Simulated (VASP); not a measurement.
A run of VASP 6.6.1 is set up as follows.

Contents of INCAR:

```
PREC = Accurate
ENCUT = 500
EDIFF = 1E-7
ISMEAR = 1
SIGMA = 0.0283
LREAL = False
LASPH = True
NELM = 120
ALGO = Normal
ISIF = 3
LWAVE = False
LCHARG = False
GGA = PE
IBRION = 2
NSW = 60
EDIFFG = -0.01
GGA_COMPAT = False
NELMIN = 4
```

Contents of KPOINTS:

```
regular mesh
0
Gamma
  8 8 8
```

File POSCAR:

```
Ir
1.0
    0.0000000000      1.9379170000      1.9379170000
    1.9379170000      0.0000000000      1.9379170000
    1.9379170000      1.9379170000      0.0000000000
Ir
1
Direct
    0.0000000000      0.0000000000      0.0000000000
```

Potentials or basis: VASP PAW PBE potentials, release 64 (Ir).

Launch:

```console
$ cat potpaw_PBE.64/Ir/POTCAR > POTCAR
$ mpirun -np 1 vasp_std > vasp.out
```

**Question.** Predict the relaxed volume.

**Answer.** 14.57 Å³/atom.

**Question.** Predict the space group after relaxing (to 0.05 Å).

**Answer.** Fm-3m (No. 225).

Final structure:
```xyz
1
Lattice="0.0000 1.9385 1.9385 1.9385 0.0000 1.9385 1.9385 1.9385 0.0000" Properties=species:S:1:pos:R:3 pbc="T T T"
Ir    0.0000    0.0000    0.0000
```
